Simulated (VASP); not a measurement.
Write the native input for VASP 6.6.1 that does the following.

| Item | Value |
| --- | --- |
| Task | single point |
| Functional | PBE |
| Potentials or basis | VASP PAW PBE potentials, release 64 (Na_pv, Cl) |
| Cutoff | 520 eV |
| k mesh | 6 × 6 × 6 |
| Occupations | gaussian, width 0.05 eV |
| Spin | no spin polarisation |
| Dipole correction | no |
| Further INCAR settings | ALGO = Normal; EDIFF = 1e-07; NBANDS = 14 |

The structure of NaCl lies in POSCAR:

```
NaCl
1.0
    3.4146352500      0.0000000000      0.0000000000
    0.0000000000      3.4146352500      0.0000000000
    0.0000000000      0.0000000000      3.5897447500
Na Cl
1 1
Direct
    0.0000000000      0.0000000000      0.0000000000
    0.5000000000      0.5000000000      0.5000000000
```

This cell differs from its parent crystal: strain -0.025 along x and y, +0.025 along z.

One way to write it, as run:

INCAR

```
SYSTEM = NaCl
  ALGO = Normal
  EDIFF = 1E-7
  ENCUT = 520
  GGA = PE
  ISIF = 2
  ISMEAR = 0
  LASPH = .TRUE.
  LCHARG = .FALSE.
  LREAL = .FALSE.
  LWAVE = .FALSE.
  NBANDS = 14
  NELM = 100
  PREC = Accurate
  SIGMA = 0.05
```

KPOINTS

```
k-points
0
G
  6 6 6
  0 0 0
```

Potentials or basis: VASP PAW PBE potentials, release 64 (Na_pv, Cl).

Launch:

```sh
$ cat potpaw_PBE.64/Na_pv/POTCAR potpaw_PBE.64/Cl/POTCAR > POTCAR
$ mpirun -np 1 vasp_std > vasp.out
```

Results of the run:

```yaml
Pressure: 0.8 GPa
Band_gap_on_the_k_mesh: 3.92 eV, indirect (least direct gap 4.39 eV)
```

Caveat: the cell differs from its parent crystal (strain -0.025 along x and y, +0.025 along z).

Run time: 30 s on 1 thread of Intel Xeon 8259CL, with other jobs on the host, peak memory 0.16 GiB.
